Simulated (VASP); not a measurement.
# MnSi (P2_13) in VASP: further runs

The runs below take MnSi through single point, with PBE.

Everything below comes from runs of VASP 6.6.1. Logs are shortened: lines on timing, memory, paths and dates and some standing lists are left out, and cuts for length are marked.

### 1 The cell of the first run

Symmetry: P2_13, No. 198, cubic system. The conventional cell has a = 4.437 Å, b = 4.437 Å, c = 4.437 Å, α = 90.00°, β = 90.00°, γ = 90.00°. Mn (site symmetry 3) has 7 Si at 2.25 to 2.47 Å and 6 Mn at 2.72 Å within 3.0 Å. Si (site symmetry 3) has 7 Mn at 2.25 to 2.47 Å and 6 Si at 2.74 Å within 3.0 Å.

### 2 Single point, PBE (volume scaled by 0.960)

INCAR reads:

```
SYSTEM = MnSi
PREC = Accurate
ENCUT = 520
EDIFF = 1E-6
ISMEAR = 0
SIGMA = 0.05
LREAL = .FALSE.
LASPH = .TRUE.
NELM = 80
ALGO = Normal
ISIF = 2
LWAVE = .FALSE.
LCHARG = .TRUE.
GGA = PE
LELF = .TRUE.
LVHAR = .TRUE.
NBANDS = 44
```

KPOINTS reads:

```
Automatic mesh
0
G
  8 8 8
  0 0 0
```

POSCAR reads:

```
MnSi
1.0
    4.4365557746      0.0000000000      0.0000000000
    0.0000000000      4.4365557746      0.0000000000
    0.0000000000      0.0000000000      4.4365557746
Mn Si
4 4
Direct
    0.1383382988      0.1383382988      0.1383382988
    0.3616617012      0.8616617012      0.6383382988
    0.6383382988      0.3616617012      0.8616617012
    0.8616617012      0.6383382988      0.3616617012
    0.8460097459      0.8460097459      0.8460097459
    0.6539902541      0.1539902541      0.3460097459
    0.3460097459      0.6539902541      0.1539902541
    0.1539902541      0.3460097459      0.6539902541
```

Potentials or basis: VASP PAW PBE potentials, release 64 (Mn_pv, Si).

Command:

```
> cat potpaw_PBE.64/Mn_pv/POTCAR potpaw_PBE.64/Si/POTCAR > POTCAR
> mpirun -np 1 vasp_std > vasp.out
```

OUTCAR:

```text
SYSTEM = MnSi
   PREC = Accurate
   ENCUT = 520
   EDIFF = 1E-6
   ISMEAR = 0
   LREAL = .FALSE.
   LASPH = .TRUE.
   NELM = 80
   ISIF = 2
   GGA = PE

 ion  position               nearest neighbor table
   1  0.138  0.138  0.138-   5 2.25   6 2.34   7 2.34   8 2.34   7 2.47   8 2.47   6 2.47   3 2.72
                             4 2.72   2 2.72   2 2.72   4 2.72   3 2.72
   2  0.362  0.862  0.638-   6 2.25   5 2.34   7 2.34   8 2.34   7 2.47   8 2.47   5 2.47   1 2.72
                             1 2.72   3 2.72   3 2.72   4 2.72   4 2.72
   3  0.638  0.362  0.862-   7 2.25   6 2.34   5 2.34   8 2.34   8 2.47   6 2.47   5 2.47   1 2.72
                             4 2.72   2 2.72   2 2.72   4 2.72   1 2.72
   4  0.862  0.638  0.362-   8 2.25   6 2.34   7 2.34   5 2.34   6 2.47   5 2.47   7 2.47   1 2.72
                             3 2.72   2 2.72   1 2.72   2 2.72   3 2.72
   5  0.846  0.846  0.846-   1 2.25   2 2.34   3 2.34   4 2.34   3 2.47   4 2.47   2 2.47   6 2.74
                             7 2.74   8 2.74   6 2.74   8 2.74   7 2.74
   6  0.654  0.154  0.346-   2 2.25   1 2.34   3 2.34   4 2.34   3 2.47   4 2.47   1 2.47   8 2.74
                             5 2.74   5 2.74   7 2.74   7 2.74   8 2.74
   7  0.346  0.654  0.154-   3 2.25   2 2.34   1 2.34   4 2.34   4 2.47   2 2.47   1 2.47   8 2.74
                             5 2.74   8 2.74   6 2.74   6 2.74   5 2.74
   8  0.154  0.346  0.654-   4 2.25   2 2.34   3 2.34   1 2.34   2 2.47   1 2.47   3 2.47   7 2.74
                             5 2.74   7 2.74   5 2.74   6 2.74   6 2.74

  LATTYP: Found a simple cubic cell.
 ALAT       =     4.4365557746

  Lattice vectors:

 A1 = (   4.4365557746,   0.0000000000,   0.0000000000)
 A2 = (   0.0000000000,   4.4365557746,   0.0000000000)
 A3 = (   0.0000000000,   0.0000000000,   4.4365557746)

Analysis of symmetry for initial positions (statically):
=====================================================================
 Subroutine PRICEL returns:
 Original cell was already a primitive cell.

 Routine SETGRP: Setting up the symmetry group for a
 simple cubic supercell.

 Subroutine GETGRP returns: Found 12 space group operations
 (whereof  3 operations were pure point group operations)
 out of a pool of 48 trial point group operations.

The static configuration has the point symmetry C_3 .
 The point group associated with its full space group is T   .

Analysis of symmetry for dynamics (positions and initial velocities):
=====================================================================
 Subroutine PRICEL returns:
 Original cell was already a primitive cell.

 Routine SETGRP: Setting up the symmetry group for a
 simple cubic supercell.

 Subroutine GETGRP returns: Found 12 space group operations
 (whereof  3 operations were pure point group operations)
 out of a pool of 48 trial point group operations.

The dynamic configuration has the point symmetry C_3 .
 The point group associated with its full space group is T   .

 Subroutine INISYM returns: Found 12 space group operations
 (whereof  3 operations are pure point group operations),
 and found     1 'primitive' translations

----------------------------------------------------------------------------------------

                                     Primitive cell

  volume of cell :      87.3248

  direct lattice vectors                    reciprocal lattice vectors
     4.436555775  0.000000000  0.000000000     0.225400074  0.000000000  0.000000000
     0.000000000  4.436555775  0.000000000     0.000000000  0.225400074  0.000000000
     0.000000000  0.000000000  4.436555775     0.000000000  0.000000000  0.225400074

  length of vectors
     4.436555775  4.436555775  4.436555775     0.225400074  0.225400074  0.225400074

  position of ions in fractional coordinates (direct lattice)
     0.138338299  0.138338299  0.138338299
     0.361661701  0.861661701  0.638338299
     0.638338299  0.361661701  0.861661701
     0.861661701  0.638338299  0.361661701
     0.846009746  0.846009746  0.846009746
     0.653990254  0.153990254  0.346009746
     0.346009746  0.653990254  0.153990254
     0.153990254  0.346009746  0.653990254

  ion indices of the primitive-cell ions
   primitive index   ion index
                 1           1
                 2           2
                 3           3
                 4           4
                 5           5
                 6           6
                 7           7
                 8           8

----------------------------------------------------------------------------------------

 KPOINTS: Automatic mesh

Automatic generation of k-mesh.
 Grid dimensions read from file:
 generate k-points for:    8    8    8

 Generating k-lattice:

  Cartesian coordinates                     Fractional coordinates (reciprocal lattice)
     0.028175009  0.000000000  0.000000000     0.125000000  0.000000000  0.000000000
     0.000000000  0.028175009  0.000000000     0.000000000  0.125000000  0.000000000
     0.000000000  0.000000000  0.028175009     0.000000000  0.000000000  0.125000000

  Length of vectors
     0.028175009  0.028175009  0.028175009

  Shift w.r.t. Gamma in fractional coordinates (k-lattice)
     0.000000000  0.000000000  0.000000000

 Subroutine IBZKPT returns following result:
 ===========================================

 Found     45 irreducible k-points:

 Following reciprocal coordinates:
            Coordinates               Weight
  0.000000  0.000000  0.000000      1.000000
  0.125000  0.000000  0.000000      6.000000
  0.250000  0.000000  0.000000      6.000000
  0.375000  0.000000  0.000000      6.000000
  0.500000  0.000000  0.000000      3.000000
  0.125000  0.125000  0.000000     12.000000
[... 16 lines left out ...]
  0.250000  0.125000  0.125000     24.000000
  0.375000  0.125000  0.125000     24.000000
 [... further k-points ...]
   k-points           NKPTS =     45   k-points in BZ     NKDIM =     45   number of bands    NBANDS=     44
   number of dos      NEDOS =    301   number of ions     NIONS =      8
   total plane-waves  NPLWV =  46656
   dimension x,y,z NGX =    36 NGY =   36 NGZ =   36
   dimension x,y,z NGXF=    72 NGYF=   72 NGZF=   72
   ions per type =               4   4
   NGX,Y,Z   is equivalent  to a cutoff of  13.49, 13.49, 13.49 a.u.
   NGXF,Y,Z  is equivalent  to a cutoff of  26.98, 26.98, 26.98 a.u.
 SYSTEM =  MnSi
   PREC   = accura    normal or accurate (medium, high low for compatibility)
   ISTART =      0    job   : 0-new  1-cont  2-samecut
   ICHARG =      2    charge: 1-file 2-atom 10-const
   ISPIN  =      1    spin polarized calculation?
   LNONCOLLINEAR =      F non collinear calculations
   LSORBIT =      F    spin-orbit coupling
   LASPH  =      T    aspherical Exc in radial PAW
   ENCUT  =  520.0 eV  38.22 Ry    6.18 a.u.   8.25  8.25  8.25*2*pi/ulx,y,z
   NELM   =     80;   NELMIN=  2; NELMDL= -5     # of ELM steps
   EDIFF  = 0.1E-05   stopping-criterion for ELM
   LREAL  =      F    real-space projection
   EDIFFG = 0.1E-04   stopping-criterion for IOM
   NSW    =      0    number of steps for IOM
   IBRION =     -1    ionic relax: 0-MD 1-quasi-New 2-CG
   NFREE  =      0    steps in history (QN), initial steepest desc. (CG)
   ISIF   =      2    stress and relaxation
   ISYM   =      2    0-nonsym 1-usesym 2-fastsym
   POTIM  = 0.5000    time-step for ionic-motion
   TEBEG  =    0.0;   TEEND  =   0.0 temperature during run
   PSTRESS=    0.0 pullay stress
   NELECT =      68.0000    total number of electrons
   NUPDOWN=      -1.0000    fix difference up-down
   EMIN   =  10.00;   EMAX   =-10.00  energy-range for DOS
   EFERMI =   0.00;   METHOD = LEGACY
   ISMEAR =     0;   SIGMA  =   0.05  broadening in eV -4-tet -1-fermi 0-gaus
   EFERMI_NEDOS =   21; number of points for ismear=-14 and -15
   IALGO  =     38    algorithm
   IMIX   =      4    mixing-type and parameters
     AMIX     =   0.40;   BMIX     =  1.00
     AMIX_MAG =   1.60;   BMIX_MAG =  1.00
  volume/ion in A,a.u.               =      10.92        73.66
  Fermi-wavevector in a.u.,A,eV,Ry     =   1.506139  2.846191 30.864219  2.268456
  Thomas-Fermi vector in A             =   2.616896
   LORBIT       =      0    0 simple, 1 ext, 2 COOP (PROOUT), +10 PAW based schemes
   GGA     = PE    functional components
   LHFCALC =     F    Hartree Fock is set to
   AEXX    =    0.0000 exact exchange contribution
   IVDW    =     0    specifies the selected vdW correction
   LEPSILON=     F    determine dielectric tensor
   LRPA    =     F    only Hartree local field effects (RPA)
 non-spin polarized calculation
 Gauss-broadening in eV      SIGMA  =   0.05
  energy-cutoff  :      520.00
  volume of cell :       87.32
 maximum number of plane-waves:      2375
 NGX is ok and might be reduce to    36
   NGX = 17   NGY = 17   NGZ = 17

 number of electron      67.9999974 magnetization

 Free energy of the ion-electron system (eV)
  ---------------------------------------------------
  ext. energy  EPLUGINS =         0.00000000
  ---------------------------------------------------
  free energy    TOTEN  =       -61.09844979 eV

  energy without entropy =      -61.08717750  energy(sigma->0) =      -61.09281365

 E-fermi :  11.8161     XC(G=0): -13.1054

 val. band max:       11.8065570940   @ k =   0.3750   0.2500   0.2500
 cond. band min:      11.8168816129   @ k =   0.2500   0.0000   0.0000
 fundamental gap:      0.0103245190
 Fermi energy:        11.8161293483

 k-point     1 :       0.0000    0.0000    0.0000
  band No.  band energies     occupation
      1     -35.9699      2.00000
      2     -35.9699      2.00000
      3     -35.9699      2.00000
      4     -35.9210      2.00000
      5     -35.9210      2.00000
      6     -35.9210      2.00000
[... 36 lines left out ...]
     43      16.0476      0.00000
     44      16.0476      0.00000
[... 1040 lines left out ...]
      4     -35.9330      2.00000
      5     -35.9201      2.00000
      6     -35.8914      2.00000
[... 36 lines left out ...]
     43      15.9674      0.00000
     44      16.3086      0.00000

 [... further k-points ...]

------------------------ aborting loop because EDIFF is reached ----------------------------------------

  FORCE on cell =-STRESS in cart. coord.  units (eV):
  Direction    XX          YY          ZZ          XY          YZ          ZX
  --------------------------------------------------------------------------------------
  -------------------------------------------------------------------------------------
  Total        5.2894593      5.2894593      5.2894593      0.0000000     -0.0000000      0.0000000
  in kB       97.0474269     97.0474269     97.0474269      0.0000000     -0.0000000      0.0000000
  external PRESSURE =      97.0474269 kB  Pullay stress =       0.0000000 kB

 VOLUME and BASIS-vectors are now :
 -----------------------------------------------------------------------------
  energy-cutoff  :      520.00
  volume of cell :       87.32
      direct lattice vectors                 reciprocal lattice vectors
     4.436555775  0.000000000  0.000000000     0.225400074  0.000000000  0.000000000
     0.000000000  4.436555775  0.000000000     0.000000000  0.225400074  0.000000000
     0.000000000  0.000000000  4.436555775     0.000000000  0.000000000  0.225400074

 POSITION                                       TOTAL-FORCE (eV/Angst)
 -----------------------------------------------------------------------------------
      0.61375      0.61375      0.61375         0.007756      0.007756      0.007756
      1.60453      3.82281      2.83202        -0.007756     -0.007756      0.007756
      2.83202      1.60453      3.82281         0.007756     -0.007756     -0.007756
      3.82281      2.83202      1.60453        -0.007756      0.007756     -0.007756
      3.75337      3.75337      3.75337        -0.000217     -0.000217     -0.000217
      2.90146      0.68319      1.53509         0.000217      0.000217     -0.000217
      1.53509      2.90146      0.68319        -0.000217      0.000217      0.000217
      0.68319      1.53509      2.90146         0.000217     -0.000217      0.000217
 -----------------------------------------------------------------------------------
    total drift:                               -0.000000     -0.000000      0.000000

  FREE ENERGIE OF THE ION-ELECTRON SYSTEM (eV)
  ---------------------------------------------------
  free  energy   TOTEN  =       -61.0984497899 eV

  energy  without entropy=      -61.0871775025  energy(sigma->0) =      -61.09281365
```

Wall time 2.1 min (1 thread of Intel Xeon Platinum 8259CL at 2.50GHz (Skylake/Cascade Lake), shared host); peak memory 0.27 GiB.

Results:

```
Free energy            : -61.0984 eV
Pressure               : 9.7 GPa
Largest force          : 0.013 eV/Å
Band gap on the k mesh : zero (band 34 reaches 12.17 eV, above the bottom of band 35 at 11.65 eV)
```

Forces in eV/Å, atoms in the order of the input:
```
Mn   0.008  0.008  0.008
Mn  -0.008 -0.008  0.008
Mn   0.008 -0.008 -0.008
Mn  -0.008  0.008 -0.008
Si   0.000  0.000  0.000
Si   0.000  0.000  0.000
Si   0.000  0.000  0.000
Si   0.000  0.000  0.000
```

 Spin polarisation is off, so any magnetic state and its effect on volume and gap are missing.

### 3 Single point, PBE (volume scaled by 0.980)

INCAR reads:

```
SYSTEM = MnSi
PREC     = Accurate       ! precision mode
ENCUT    = 520            ! plane-wave cutoff, eV
EDIFF    = 1E-6           ! SCF threshold, eV
ISMEAR   = 0              ! smearing method
SIGMA    = 0.05           ! smearing width, eV
LREAL    = .False.        ! projectors in reciprocal space
LASPH    = .True.         ! aspherical terms in the spheres
NELM     = 60             ! most SCF steps
ALGO     = Normal         ! electronic algorithm
ISIF     = 2              ! what is computed and relaxed
LWAVE    = .False.        ! write WAVECAR
LCHARG   = .True.         ! write CHGCAR
GGA      = PE             ! functional
LELF     = .True.         ! ELF
LVHAR    = .True.       
NBANDS   = 44             ! bands
```

KPOINTS reads:

```
regular mesh
0
Gamma
  8 8 8
  0 0 0
```

POSCAR reads:

```
MnSi
1.0
    4.4671536779      0.0000000000      0.0000000000
    0.0000000000      4.4671536779      0.0000000000
    0.0000000000      0.0000000000      4.4671536779
Mn Si
4 4
Direct
    0.1377700687      0.1377700687      0.1377700687
    0.3622299313      0.8622299313      0.6377700687
    0.6377700687      0.3622299313      0.8622299313
    0.8622299313      0.6377700687      0.3622299313
    0.8458238783      0.8458238783      0.8458238783
    0.6541761217      0.1541761217      0.3458238783
    0.3458238783      0.6541761217      0.1541761217
    0.1541761217      0.3458238783      0.6541761217
```

Potentials or basis: VASP PAW PBE potentials, release 64 (Mn_pv, Si).

Command:

```
> cat potpaw_PBE.64/Mn_pv/POTCAR potpaw_PBE.64/Si/POTCAR > POTCAR
> mpirun -np 1 vasp_std > vasp.out
```

Run time: 2.1 min. Hardware: 1 thread of Intel Xeon Platinum 8259CL at 2.50GHz (Skylake/Cascade Lake), shared host; peak memory 0.28 GiB.

The run converged. Its results:

| Quantity | Value |
| --- | --- |
| Free energy | -61.1793 eV |
| Pressure | 4.6 GPa |
| Largest force | 0.013 eV/Å |
| Band gap on the k mesh | zero (band 34 reaches 11.86 eV, above the bottom of band 35 at 11.36 eV) |

Forces on the atoms (eV/Å):
```
Mn   0.007  0.007  0.007
Mn  -0.007 -0.007  0.007
Mn   0.007 -0.007 -0.007
Mn  -0.007  0.007 -0.007
Si   0.000  0.000  0.000
Si   0.000  0.000  0.000
Si   0.000  0.000  0.000
Si   0.000  0.000  0.000
```

Levels at points of the mesh, in eV from the Fermi level:
| k point | band 32 | band 33 | band 34 | band 35 | band 36 | band 37 |
| --- | --- | --- | --- | --- | --- | --- |
| (0.00, 0.00, 0.00) | 0.21 | 0.21 | 0.21 | 0.38 | 0.38 | 1.32 |
| (0.50, 0.00, 0.00) | -0.81 | 0.03 | 0.03 | 0.47 | 0.47 | 0.77 |
| (0.50, 0.50, 0.00) | -0.86 | -0.60 | -0.60 | 0.05 | 0.05 | 1.23 |
| (0.50, 0.50, 0.50) | -0.41 | -0.16 | -0.16 | -0.16 | -0.16 | 1.06 |

 Spin polarisation is off, so any magnetic state and its effect on volume and gap are missing.

### 4 Single point, PBE (volume scaled by 1.020)

INCAR reads:

```
SYSTEM = MnSi
  PREC = Accurate
  ENCUT = 520
  EDIFF = 1E-6
  ISMEAR = 0
  SIGMA = 0.05
  LREAL = .False.
  LASPH = .True.
  NELM = 60
  ALGO = Normal
  ISIF = 2
  LWAVE = .False.
  LCHARG = .False.
  GGA = PE
  NBANDS = 44
```

KPOINTS is that of step 3.

POSCAR reads:

```
MnSi
1.0
    4.5271226281      0.0000000000      0.0000000000
    0.0000000000      4.5271226281      0.0000000000
    0.0000000000      0.0000000000      4.5271226281
Mn Si
4 4
Direct
    0.1365363635      0.1365363635      0.1365363635
    0.3634636365      0.8634636365      0.6365363635
    0.6365363635      0.3634636365      0.8634636365
    0.8634636365      0.6365363635      0.3634636365
    0.8454164726      0.8454164726      0.8454164726
    0.6545835274      0.1545835274      0.3454164726
    0.3454164726      0.6545835274      0.1545835274
    0.1545835274      0.3454164726      0.6545835274
```

Command:

```
> cat potpaw_PBE.64/Mn_pv/POTCAR potpaw_PBE.64/Si/POTCAR > POTCAR
> mpirun -np 1 vasp_std > vasp.out
```

Run time: 2.3 min. Hardware: 1 thread of Intel Xeon Platinum 8259CL at 2.50GHz (Skylake/Cascade Lake), shared host; peak memory 0.28 GiB.

Results (log left out):

| Property | Result |
| --- | --- |
| Free energy | -61.1808 eV |
| Pressure | -4.2 GPa |
| Largest force | 0.013 eV/Å |
| Band gap on the k mesh | zero (band 34 reaches 11.28 eV, above the bottom of band 35 at 10.81 eV) |

Forces on the atoms (eV/Å):
```
Mn   0.007  0.007  0.007
Mn  -0.007 -0.007  0.007
Mn   0.007 -0.007 -0.007
Mn  -0.007  0.007 -0.007
Si   0.000  0.000  0.000
Si   0.000  0.000  0.000
Si   0.000  0.000  0.000
Si   0.000  0.000  0.000
```

Levels at points of the mesh, in eV from the Fermi level:
```tsv
k point	band 31	band 32	band 33	band 34	band 35	band 36	band 37	band 38
(0.00, 0.00, 0.00)	-1.58	0.20	0.20	0.20	0.36	0.36	1.24	1.24
(0.50, 0.00, 0.00)	-0.76	-0.76	0.03	0.03	0.44	0.44	0.74	0.74
(0.50, 0.50, 0.00)	-0.81	-0.81	-0.57	-0.57	0.05	0.05	1.17	1.17
(0.50, 0.50, 0.50)	-0.39	-0.39	-0.15	-0.15	-0.15	-0.15	1.00	1.00
```

### 5 Overview

| cell | gap on the mesh (eV) | pressure (GPa) | largest force (eV/Å) |
| --- | --- | --- | --- |
| a = 4.437 Å, 8 atoms | none | 9.7 | 0.01 |
| a = 4.467 Å, 8 atoms | none | 4.6 | 0.01 |
| a = 4.527 Å, 8 atoms | none | -4.2 | 0.01 |

Alike in all rows: task single point; level PBE; potentials or basis VASP PAW PBE potentials, release 64 (Mn_pv, Si); no spin polarisation; k mesh 8 × 8 × 8; cutoff (eV) 520; smearing gaussian 0.05 eV.

Absolute energies hang on the potentials; compare differences alone.
